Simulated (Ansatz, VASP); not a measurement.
## One calculation of BeS, two programs

```
CELL_PARAMETERS angstrom
-0.00772 2.30957 2.30957
2.30957 -0.00772 2.30957
2.30957 2.30957 -0.00772
ATOMIC_POSITIONS crystal
Be 0.00000 0.00000 0.00000
S 0.50000 0.50000 0.50000
```

Change from the starting cell: shear_111 strain -0.5%.

Alike in both runs: task single point; functional HSE06; k mesh 6 × 6 × 6; no spin polarisation.

|  | VASP | Ansatz |
| --- | --- | --- |
| version | VASP 6.6.1 | Ansatz 0.2.0 |
| potentials or method | VASP PAW PBE potentials, release 64 (Be, S) | plane waves, PAW |
| plane-wave cutoff (eV) | 520 | 420 |
| occupations | gaussian, width 0.01 eV | fixed |
| valence electrons in the cell | 8 | 8 |

```csv
,VASP,Ansatz,Ansatz less VASP
gap on the k mesh at the Fermi level (eV),1.73,1.74,+0.011
pressure (GPa),-1.4,-1.2,+0.23
"traceless stress, the component that is largest in VASP (GPa)",0.40,0.40,+0.002
```

Ansatz's warnings: stress exchange threshold loose, stress scf threshold loose.
